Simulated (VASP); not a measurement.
A run of VASP 6.6.1 is set up as follows.

File INCAR:

```
SYSTEM = ZnSe
PREC = Accurate
ENCUT = 520
EDIFF = 1E-7
ISMEAR = 0
SIGMA = 0.05
LREAL = .FALSE.
LASPH = .TRUE.
NELM = 80
ALGO = Normal
ISIF = 2
LWAVE = .FALSE.
LCHARG = .FALSE.
LDIPOL = .TRUE.
IDIPOL = 3
DIPOL = 0.5 0.5 0.500
GGA = PE
NBANDS = 66
KPAR = 2
```

KPOINTS

```
Automatic mesh
0
G
  7 5 1
  0 0 0
```

File POSCAR:

```
ZnSe
1.0
    4.0529671166      0.0000000000      0.0000000000
    0.0000000000      5.7317610641      0.0000000000
    0.0000000000      0.0000000000     25.1324177915
Zn Se
6 6
Direct
    0.5000000000      0.5000000000      0.2984193587
    0.0000000000      0.0000000000      0.3790516152
    0.5000000000      0.5000000000      0.4596838717
    0.0000000000      0.0000000000      0.5403161283
    0.5000000000      0.5000000000      0.6209483848
    0.0000000000      0.0000000000      0.7015806413
    0.0000000000      0.7500000000      0.2984193587
    0.5000000000      0.2500000000      0.3790516152
    0.0000000000      0.7500000000      0.4596838717
    0.5000000000      0.2500000000      0.5403161283
    0.0000000000      0.7500000000      0.6209483848
    0.5000000000      0.2500000000      0.7015806413
```

Potentials or basis: VASP PAW PBE potentials, release 64 (Zn, Se).

The run is started by

```sh
$ cat potpaw_PBE.64/Zn/POTCAR potpaw_PBE.64/Se/POTCAR > POTCAR
$ mpirun -np 2 vasp_std > vasp.out
```

Question: Estimate the band gap on the k mesh.

Answer: 1.06 eV.

Question: What does it give for the largest force?

Answer: 1.450 eV/Å.

Forces in eV/Å, atoms in the order of the input:
```
Zn   0.000  1.024  1.027
Zn   0.000 -0.203 -0.009
Zn   0.000  0.095  0.082
Zn   0.000  0.095 -0.082
Zn   0.000 -0.203  0.009
Zn   0.000  1.024 -1.027
Se   0.000 -0.513 -0.852
Se   0.000 -0.368 -0.343
Se   0.000 -0.035  0.150
Se   0.000 -0.035 -0.150
Se   0.000 -0.368  0.343
Se   0.000 -0.513  0.852
```
